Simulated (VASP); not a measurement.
Input of a VASP 6.6.1 run:

INCAR

```
PREC = Accurate
ENCUT = 520
EDIFF = 1E-6
ISMEAR = 0
SIGMA = 0.1
LREAL = Auto
LASPH = T
NELM = 60
ALGO = Normal
ISIF = 2
LWAVE = F
LCHARG = F
GGA = PE
NBANDS = 57
```

Contents of KPOINTS:

```
regular mesh
0
Gamma
  4 4 4
```

Contents of POSCAR:

```
CaInAgC6N6
1.0
    0.0000000000      5.2895000000      5.2895000000
    5.2895000000      0.0000000000      5.2895000000
    5.2895000000      5.2895000000      0.0000000000
Ca In Ag C N
1 1 1 6 6
Direct
    0.7500000000      0.7500000000      0.7500000000
    0.5000000000      0.5000000000      0.5000000000
    0.0000000000      0.0000000000      0.0000000000
    0.8088666200      0.1911333800      0.1911333800
    0.1911333800      0.1911333800      0.8088666200
    0.8088666200      0.1911333800      0.8088666200
    0.1911333800      0.8088666200      0.8088666200
    0.8088666200      0.8088666200      0.1911333800
    0.1911333800      0.8088666200      0.1911333800
    0.6982701600      0.3017298400      0.3017298400
    0.3017298400      0.3017298400      0.6982701600
    0.6982701600      0.3017298400      0.6982701600
    0.3017298400      0.6982701600      0.6982701600
    0.6982701600      0.6982701600      0.3017298400
    0.3017298400      0.6982701600      0.3017298400
```

Potentials or basis: VASP PAW PBE potentials, release 64 (Ca_sv, In_d, Ag, C, N).

Run with:

```bash
$ cat potpaw_PBE.64/Ca_sv/POTCAR potpaw_PBE.64/In_d/POTCAR potpaw_PBE.64/Ag/POTCAR potpaw_PBE.64/C/POTCAR potpaw_PBE.64/N/POTCAR > POTCAR
$ mpirun -np 1 vasp_std > vasp.out
```

(1) What does it give for the largest force?

(2) What does it give for the band gap on the k mesh?

## Answers

(1) 3.204 eV/Å.

(2) zero (bands 44 and 45 overlap by 0.20 eV).

Caveat: spin-orbit coupling is left out, which moves the levels of the heavy elements; forces of over 1 eV/Å act on the atoms, so gaps and moduli don't describe the material at rest.
